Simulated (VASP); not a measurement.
# Ca3Be2 (Pm-3m) in VASP: single point with PBE

Aim: the single point of Ca3Be2 with PBE.

Program: VASP 6.6.1. These are calculated values, not measurements. Logs are shortened: lines on timing, memory, paths and dates and some standing lists are left out, and cuts for length are marked.

### Step 1. The cell of the first run

It takes space group Pm-3m (No. 221, cubic). The conventional cell has a = 5.446 Å, b = 5.446 Å, c = 5.446 Å, α = 90.00°, β = 90.00°, γ = 90.00°. Within 3.6 Å of Ca (site symmetry 4/mmm) lie 2 Be at 2.72 Å. Within 3.6 Å of Be (site symmetry m-3m) lie 6 Ca at 2.72 Å. Be (site symmetry m-3m) has 12 Ca at 3.85 Å and 8 Be at 4.72 Å within 5.1 Å.

### Step 2. Single point, PBE

File POSCAR:

```
Ca3Be2
1.0
    5.4458634259      0.0000000000      0.0000000000
    0.0000000000      5.4458634259      0.0000000000
    0.0000000000      0.0000000000      5.4458634259
Ca Be
3 2
Direct
    0.5000000000      0.0000000000      0.0000000000
    0.0000000000      0.5000000000      0.0000000000
    0.0000000000      0.0000000000      0.5000000000
    0.0000000000      0.0000000000      0.0000000000
    0.5000000000      0.5000000000      0.5000000000
```

File INCAR.step1:

```
PREC = Accurate
ENCUT = 520
EDIFF = 1E-6
ISMEAR = 0
SIGMA = 0.1
LREAL = F
LASPH = T
NELM = 80
ALGO = Fast
ISIF = 2
LWAVE = F
LCHARG = T
GGA = PE
NBANDS = 25
```

File KPOINTS.step1:

```
Automatic mesh
0
Gamma
  8 8 8
```

File INCAR.step2:

```
PREC = Accurate
ENCUT = 520
EDIFF = 1E-6
ISMEAR = -5
SIGMA = 0.1
LREAL = F
LASPH = T
NELM = 80
ALGO = Fast
ISIF = 2
LWAVE = F
LCHARG = F
GGA = PE
LORBIT = 10
NEDOS = 1001
ICHARG = 11
```

File KPOINTS.step2:

```
Automatic mesh
0
Gamma
  12 12 12
```

Potentials or basis: VASP PAW PBE potentials, release 64 (Ca_sv, Be).

The run is started by

```sh
cat potpaw_PBE.64/Ca_sv/POTCAR potpaw_PBE.64/Be/POTCAR > POTCAR
cp INCAR.step1 INCAR
cp KPOINTS.step1 KPOINTS
mpirun -np 1 vasp_std > vasp.out
cp INCAR.step2 INCAR
cp KPOINTS.step2 KPOINTS
mpirun -np 1 vasp_std > vasp.out
```

OUTCAR:

```text
PREC = Accurate
   ENCUT = 520
   EDIFF = 1E-6
   ISMEAR = -5
   LREAL = F
   LASPH = T
   NELM = 80
   ISIF = 2
   GGA = PE
   LORBIT = 10
   ICHARG = 11

 ion  position               nearest neighbor table
   1  0.500  0.000  0.000-   4 2.72   4 2.72
   2  0.000  0.500  0.000-   4 2.72   4 2.72
   3  0.000  0.000  0.500-   4 2.72   4 2.72
   4  0.000  0.000  0.000-   1 2.72   2 2.72   3 2.72   3 2.72   2 2.72   1 2.72
   5  0.500  0.500  0.500-

  LATTYP: Found a simple cubic cell.
 ALAT       =     5.4458634259

  Lattice vectors:

 A1 = (   5.4458634259,   0.0000000000,   0.0000000000)
 A2 = (   0.0000000000,   5.4458634259,   0.0000000000)
 A3 = (   0.0000000000,   0.0000000000,   5.4458634259)

Analysis of symmetry for initial positions (statically):
=====================================================================
 Subroutine PRICEL returns:
 Original cell was already a primitive cell.

 Routine SETGRP: Setting up the symmetry group for a
 simple cubic supercell.

 Subroutine GETGRP returns: Found 48 space group operations
 (whereof 48 operations were pure point group operations)
 out of a pool of 48 trial point group operations.

The static configuration has the point symmetry O_h .

Analysis of symmetry for dynamics (positions and initial velocities):
=====================================================================
 Subroutine PRICEL returns:
 Original cell was already a primitive cell.

 Routine SETGRP: Setting up the symmetry group for a
 simple cubic supercell.

 Subroutine GETGRP returns: Found 48 space group operations
 (whereof 48 operations were pure point group operations)
 out of a pool of 48 trial point group operations.

The dynamic configuration has the point symmetry O_h .

 Subroutine INISYM returns: Found 48 space group operations
 (whereof 48 operations are pure point group operations),
 and found     1 'primitive' translations

----------------------------------------------------------------------------------------

                                     Primitive cell

  volume of cell :     161.5103

  direct lattice vectors                    reciprocal lattice vectors
     5.445863426  0.000000000  0.000000000     0.183625611  0.000000000  0.000000000
     0.000000000  5.445863426  0.000000000     0.000000000  0.183625611  0.000000000
     0.000000000  0.000000000  5.445863426     0.000000000  0.000000000  0.183625611

  length of vectors
     5.445863426  5.445863426  5.445863426     0.183625611  0.183625611  0.183625611

  position of ions in fractional coordinates (direct lattice)
     0.500000000  0.000000000  0.000000000
     0.000000000  0.500000000  0.000000000
     0.000000000  0.000000000  0.500000000
     0.000000000  0.000000000  0.000000000
     0.500000000  0.500000000  0.500000000

  ion indices of the primitive-cell ions
   primitive index   ion index
                 1           1
                 2           2
                 3           3
                 4           4
                 5           5

----------------------------------------------------------------------------------------

 KPOINTS: Automatic mesh

Automatic generation of k-mesh.
 Grid dimensions read from file:
 generate k-points for:   12   12   12

 Generating k-lattice:

  Cartesian coordinates                     Fractional coordinates (reciprocal lattice)
     0.015302134  0.000000000  0.000000000     0.083333333  0.000000000  0.000000000
     0.000000000  0.015302134  0.000000000     0.000000000  0.083333333  0.000000000
     0.000000000  0.000000000  0.015302134     0.000000000  0.000000000  0.083333333

  Length of vectors
     0.015302134  0.015302134  0.015302134

  Shift w.r.t. Gamma in fractional coordinates (k-lattice)
     0.000000000  0.000000000  0.000000000

 TETIRR: Found    854 inequivalent tetrahedra from    10368

 Subroutine IBZKPT returns following result:
 ===========================================

 Found     84 irreducible k-points:

 Following reciprocal coordinates:
            Coordinates               Weight
  0.000000  0.000000  0.000000      1.000000
  0.083333  0.000000  0.000000      6.000000
  0.166667  0.000000  0.000000      6.000000
  0.250000  0.000000  0.000000      6.000000
  0.333333  0.000000  0.000000      6.000000
  0.416667  0.000000  0.000000      6.000000
[... 16 lines left out ...]
  0.333333  0.333333  0.000000     12.000000
  0.416667  0.333333  0.000000     24.000000
 [... further k-points ...]
   k-points           NKPTS =     84   k-points in BZ     NKDIM =     84   number of bands    NBANDS=     21
   number of dos      NEDOS =   1001   number of ions     NIONS =      5
   total plane-waves  NPLWV =  74088
   dimension x,y,z NGX =    42 NGY =   42 NGZ =   42
   dimension x,y,z NGXF=    84 NGYF=   84 NGZF=   84
   ions per type =               3   2
   NGX,Y,Z   is equivalent  to a cutoff of  12.82, 12.82, 12.82 a.u.
   NGXF,Y,Z  is equivalent  to a cutoff of  25.64, 25.64, 25.64 a.u.
 SYSTEM =  unknown system
   PREC   = accura    normal or accurate (medium, high low for compatibility)
   ISTART =      0    job   : 0-new  1-cont  2-samecut
   ICHARG =     11    charge: 1-file 2-atom 10-const
   ISPIN  =      1    spin polarized calculation?
   LNONCOLLINEAR =      F non collinear calculations
   LSORBIT =      F    spin-orbit coupling
   LASPH  =      T    aspherical Exc in radial PAW
   ENCUT  =  520.0 eV  38.22 Ry    6.18 a.u.  10.13 10.13 10.13*2*pi/ulx,y,z
   NELM   =     80;   NELMIN=  2; NELMDL=  0     # of ELM steps
   EDIFF  = 0.1E-05   stopping-criterion for ELM
   LREAL  =      F    real-space projection
   EDIFFG = 0.1E-04   stopping-criterion for IOM
   NSW    =      0    number of steps for IOM
   IBRION =     -1    ionic relax: 0-MD 1-quasi-New 2-CG
   NFREE  =      0    steps in history (QN), initial steepest desc. (CG)
   ISIF   =      2    stress and relaxation
   ISYM   =      2    0-nonsym 1-usesym 2-fastsym
   POTIM  = 0.5000    time-step for ionic-motion
   TEBEG  =    0.0;   TEEND  =   0.0 temperature during run
   PSTRESS=    0.0 pullay stress
   NELECT =      34.0000    total number of electrons
   NUPDOWN=      -1.0000    fix difference up-down
   EMIN   =  10.00;   EMAX   =-10.00  energy-range for DOS
   EFERMI =   0.00;   METHOD = LEGACY
   ISMEAR =    -5;   SIGMA  =   0.10  broadening in eV -4-tet -1-fermi 0-gaus
   EFERMI_NEDOS =   21; number of points for ismear=-14 and -15
   IALGO  =     68    algorithm
   IMIX   =      4    mixing-type and parameters
     AMIX     =   0.40;   BMIX     =  1.00
     AMIX_MAG =   1.60;   BMIX_MAG =  1.00
  volume/ion in A,a.u.               =      32.30       217.99
  Fermi-wavevector in a.u.,A,eV,Ry     =   0.973870  1.840348 12.904079  0.948423
  Thomas-Fermi vector in A             =   2.104284
   LORBIT       =     10    0 simple, 1 ext, 2 COOP (PROOUT), +10 PAW based schemes
   GGA     = PE    functional components
   LHFCALC =     F    Hartree Fock is set to
   AEXX    =    0.0000 exact exchange contribution
   IVDW    =     0    specifies the selected vdW correction
   LEPSILON=     F    determine dielectric tensor
   LRPA    =     F    only Hartree local field effects (RPA)
 non-spin polarized calculation
 RMM-DIIS sequential band-by-band and
 Fermi weights with tetrahedron method with Bloechl corrections
  energy-cutoff  :      520.00
  volume of cell :      161.51
 maximum number of plane-waves:      4388
 NGX is ok and might be reduce to    42

 number of electron      34.0000015 magnetization

 Free energy of the ion-electron system (eV)
  ---------------------------------------------------
  ext. energy  EPLUGINS =         0.00000000
  ---------------------------------------------------
  free energy    TOTEN  =        -9.77890958 eV

  energy without entropy =       -9.77890958  energy(sigma->0) =       -9.77890958

 E-fermi :   1.6271     XC(G=0):  -7.7269

 val. band max:        1.6751836910   @ k =   0.4167   0.0000   0.0000
 cond. band min:       1.6126853959   @ k =   0.3333   0.3333   0.3333
 fundamental gap:     -0.0624982951
 Fermi energy:         1.6271424858

 k-point     1 :       0.0000    0.0000    0.0000
  band No.  band energies     occupation
      1     -39.8816      2.00000
      2     -39.8640      2.00000
      3     -39.8640      2.00000
      4     -20.9459      2.00000
      5     -20.9459      2.00000
      6     -20.9459      2.00000
[... 13 lines left out ...]
     20       2.8496      0.00000
     21       2.8496      0.00000

 k-point     2 :       0.0833    0.0000    0.0000
  band No.  band energies     occupation
      1     -39.8813      2.00000
      2     -39.8643      2.00000
      3     -39.8640      2.00000
      4     -20.9449      2.00000
      5     -20.9449      2.00000
      6     -20.9445      2.00000
[... 13 lines left out ...]
     20       2.7766      0.00000
     21       2.8432      0.00000

 k-point     3 :       0.1667    0.0000    0.0000
  band No.  band energies     occupation
      1     -39.8805      2.00000
      2     -39.8651      2.00000
      3     -39.8640      2.00000
      4     -20.9420      2.00000
      5     -20.9420      2.00000
      6     -20.9403      2.00000
[... 13 lines left out ...]
     20       2.6124      0.00000
     21       2.6931      0.00000

 k-point     4 :       0.2500    0.0000    0.0000
  band No.  band energies     occupation
      1     -39.8793      2.00000
      2     -39.8663      2.00000
      3     -39.8640      2.00000
      4     -20.9375      2.00000
      5     -20.9375      2.00000
      6     -20.9343      2.00000
[... 13 lines left out ...]
     20       2.4711      0.00000
     21       2.6380      0.00000

 k-point     5 :       0.3333    0.0000    0.0000
  band No.  band energies     occupation
      1     -39.8779      2.00000
      2     -39.8677      2.00000
      3     -39.8640      2.00000
      4     -20.9324      2.00000
      5     -20.9324      2.00000
      6     -20.9274      2.00000
[... 13 lines left out ...]
     20       2.2305      0.00000
     21       2.8555      0.00000

 k-point     6 :       0.4167    0.0000    0.0000
  band No.  band energies     occupation
      1     -39.8764      2.00000
      2     -39.8692      2.00000
      3     -39.8640      2.00000
      4     -20.9277      2.00000
      5     -20.9277      2.00000
      6     -20.9218      2.00000
[... 13 lines left out ...]
     20       2.0825      0.00000
     21       3.0640      0.00000

 k-point     7 :       0.5000    0.0000    0.0000
  band No.  band energies     occupation
      1     -39.8757      2.00000
      2     -39.8699      2.00000
      3     -39.8640      2.00000
      4     -20.9256      2.00000
      5     -20.9256      2.00000
      6     -20.9195      2.00000
[... 13 lines left out ...]
     20       2.0119      0.00000
     21       3.1483      0.00000
[... 291 lines left out ...]
      1     -39.8760      2.00000
      2     -39.8680      2.00000
      3     -39.8656      2.00000
      4     -20.9442      2.00000
      5     -20.9245      2.00000
      6     -20.9182      2.00000
[... 13 lines left out ...]
     20       2.4275      0.00000
     21       3.2531      0.00000

 k-point    21 :       0.4167    0.2500    0.0000
  band No.  band energies     occupation
      1     -39.8747      2.00000
      2     -39.8692      2.00000
      3     -39.8657      2.00000
      4     -20.9437      2.00000
      5     -20.9200      2.00000
      6     -20.9196      2.00000
[... 13 lines left out ...]
     20       2.2833      0.00000
     21       3.3212      0.00000

 k-point    22 :       0.5000    0.2500    0.0000
  band No.  band energies     occupation
      1     -39.8740      2.00000
      2     -39.8699      2.00000
      3     -39.8657      2.00000
      4     -20.9434      2.00000
      5     -20.9203      2.00000
      6     -20.9178      2.00000
[... 13 lines left out ...]
     20       2.2096      0.00000
     21       3.3562      0.00000

 k-point    23 :       0.3333    0.3333    0.0000
  band No.  band energies     occupation
      1     -39.8748      2.00000
      2     -39.8684      2.00000
      3     -39.8664      2.00000
      4     -20.9477      2.00000
      5     -20.9198      2.00000
      6     -20.9160      2.00000
[... 13 lines left out ...]
     20       2.3437      0.00000
     21       3.3388      0.00000

 k-point    24 :       0.4167    0.3333    0.0000
  band No.  band energies     occupation
      1     -39.8735      2.00000
      2     -39.8693      2.00000
      3     -39.8668      2.00000
      4     -20.9498      2.00000
      5     -20.9162      2.00000
      6     -20.9155      2.00000
[... 13 lines left out ...]
     20       2.2427      0.00000
     21       3.4226      0.00000

 [... further k-points ...]
[... 5 lines left out ...]
  --------------------------------------------------------------------------------------
  -------------------------------------------------------------------------------------
  Total        0.1589329      0.1589329      0.1589329      0.0000000     -0.0000000      0.0000000
  in kB        1.5766092      1.5766092      1.5766092      0.0000000     -0.0000000      0.0000000
  external PRESSURE =       1.5766092 kB  Pullay stress =       0.0000000 kB

 VOLUME and BASIS-vectors are now :
 -----------------------------------------------------------------------------
  energy-cutoff  :      520.00
  volume of cell :      161.51
      direct lattice vectors                 reciprocal lattice vectors
     5.445863426  0.000000000  0.000000000     0.183625611  0.000000000  0.000000000
     0.000000000  5.445863426  0.000000000     0.000000000  0.183625611  0.000000000
     0.000000000  0.000000000  5.445863426     0.000000000  0.000000000  0.183625611

 POSITION                                       TOTAL-FORCE (eV/Angst)
 -----------------------------------------------------------------------------------
      2.72293      0.00000      0.00000         0.000000      0.000000      0.000000
      0.00000      2.72293      0.00000         0.000000      0.000000      0.000000
      0.00000      0.00000      2.72293         0.000000      0.000000      0.000000
      0.00000      0.00000      0.00000         0.000000      0.000000      0.000000
      2.72293      2.72293      2.72293         0.000000      0.000000      0.000000
 -----------------------------------------------------------------------------------
    total drift:                               -0.000000      0.000000     -0.000000

  FREE ENERGIE OF THE ION-ELECTRON SYSTEM (eV)
  ---------------------------------------------------
  free  energy   TOTEN  =        -9.7789095838 eV

  energy  without entropy=       -9.7789095838  energy(sigma->0) =       -9.77890958

 total charge

# of ion       s       p       d       tot
------------------------------------------
    1        2.074   5.842   0.196   8.112
    2        2.074   5.842   0.196   8.112
    3        2.074   5.842   0.196   8.112
    4        0.543   0.482   0.000   1.024
    5        0.447   0.212   0.000   0.659
--------------------------------------------------
tot          7.212  18.219   0.588  26.018
```

It took 11 min on 1 thread of Oxide Virtual Turin-like, shared host; peak memory 0.38 GiB.

What came out:

```yaml
Valence_electrons_inside_the_program's_atomic_spheres: Ca 8.11; Be 1.02, 0.66
```

Levels at points of the mesh, in eV from the Fermi level:
| k point | band 14 | band 15 | band 16 | band 17 | band 18 | band 19 | band 20 | band 21 |
| --- | --- | --- | --- | --- | --- | --- | --- | --- |
| (0.00, 0.00, 0.00) | -2.58 | -0.01 | -0.01 | -0.01 | 0.68 | 0.68 | 1.22 | 1.22 |
| (0.50, 0.00, 0.00) | -3.32 | -0.74 | -0.14 | 0.19 | 0.19 | 0.38 | 0.38 | 1.52 |
| (0.50, 0.50, 0.00) | -2.63 | -1.94 | -1.94 | -0.06 | 0.51 | 0.51 | 0.53 | 1.94 |
| (0.50, 0.50, 0.50) | -2.42 | -1.50 | -1.50 | -1.50 | -0.36 | -0.36 | -0.36 | 2.43 |
